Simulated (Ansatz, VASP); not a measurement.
**BN: VASP beside Ansatz**

The input INCAR:

```
SYSTEM = BN
PREC = Accurate
ENCUT = 520
EDIFF = 1E-6
ISMEAR = -1
SIGMA = 0.05
LREAL = .False.
LASPH = .True.
NELM = 60
ALGO = Normal
ISIF = 2
LWAVE = .False.
LCHARG = .True.
GGA = PE
LELF = .True.
LVHAR = .True.
NBANDS = 11
```

File KPOINTS:

```
regular mesh
0
Gamma
  12 12 12
  0 0 0
```

The input POSCAR:

```
BN
1.0
    1.2427247397      0.7174874630      3.3502965776
   -1.2427247397      0.7174874630      3.3502965776
    0.0000000000     -1.4349749260      3.3502965776
N B
1 1
Direct
    0.6672382000      0.6672382000      0.6672382000
    0.0003288000      0.0003288000      0.0003288000
```

File input.yaml:

```yaml
crystal:
  lattice:
    - [1.2427247397, 0.717487463, 3.3502965776]
    - [-1.2427247397, 0.717487463, 3.3502965776]
    - [0.0, -1.434974926, 3.3502965776]
  atoms:
    - { symbol: "N", position: [0.6672382, 0.6672382, 0.6672382] }
    - { symbol: B, position: [0.0003288, 0.0003288, 0.0003288] }
kpoints:
  mp_grid: { grid: [12, 12, 12] }
scf:
  occupations: { method: fermi_dirac, width: 0.05 }
hamiltonian:
  xc: pbe
  pseudopotentials: { kind: all_electron, lapw: { basis_error: 0.0005 } }
output:
  forces: true
  stress: true
  eigenvalues: true
```

Change from the starting cell: volume scaled by 0.98.

Alike in both runs: task single point; functional PBE; k mesh 12 × 12 × 12; occupations fermi-dirac, width 0.05 eV; no spin polarisation.

```csv
,VASP,Ansatz
version,VASP 6.6.1,Ansatz 0.2.0
potentials or method,"VASP PAW PBE potentials, release 64 (N, B), cutoff 520 eV","all-electron LAPW, scalar-relativistic"
```

```tsv
	VASP	Ansatz	Ansatz less VASP
gap on the k mesh at the Fermi level (eV)	4.31	4.31	+0.001
least direct gap on the mesh (eV)	4.75	4.75	-0.001
pressure (GPa)	8.8	8.7	-0.11
traceless stress, the component that is largest in VASP (GPa)	-6.32	-6.06	+0.264
```

Ansatz ran all-electron here, and VASP with PAW potentials.
